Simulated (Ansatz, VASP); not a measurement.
# One calculation of Ta4O, two programs

```
Ta O
1.0
     3.30727    0.00000    0.00000
     0.00000    3.30727    0.00000
     0.00000    0.00000    7.23185
Ta O
4 1
Direct
  0.00000 0.00000 0.50000
  0.50000 0.50000 0.78278
  0.50000 0.50000 0.21722
  0.00000 0.00000 0.00000
  0.50000 0.50000 0.50000
```

Change from the starting cell: strain +0.030 along x and y, -0.015 along z, atoms carried along.

Alike in both runs: task single point; functional PBEsol; k mesh 14 × 14 × 8; occupations gaussian, width 0.15 eV; no spin polarisation.

```csv
,VASP,Ansatz
version,VASP 6.6.1,Ansatz 0.2.0
potentials or method,"VASP PAW PBE potentials, release 64 (Ta_pv, O), cutoff 520 eV","scalar-relativistic, plane waves, PAW"
valence electrons in the cell,50,58
```

VASP gave:

- gap on the k mesh at the Fermi level (eV): none
- pressure (GPa): -7.4
- traceless stress, the component that is largest in VASP (GPa): 5.43
- rms of the force components (eV/Å): 0.147

Q: Estimate Ansatz's values.

A: gap on the k mesh at the Fermi level (eV): none; pressure (GPa): -7.6; traceless stress, the component that is largest in VASP (GPa): 5.26; rms of the force components (eV/Å): 0.130.

VASP's potentials were made for PBE, not for PBEsol. Atom by atom the forces differ by 0.017 eV/Å (rms over components). A gap of «none» marks a metal or a gap that the smearing closes. With one functional, cell and mesh, what is left measures potentials, basis and numerics. VASP's potentials hold 50 valence electrons a cell and Ansatz's 58, so a difference there can come from the potentials and not from the codes.

Spin-orbit coupling is off throughout.
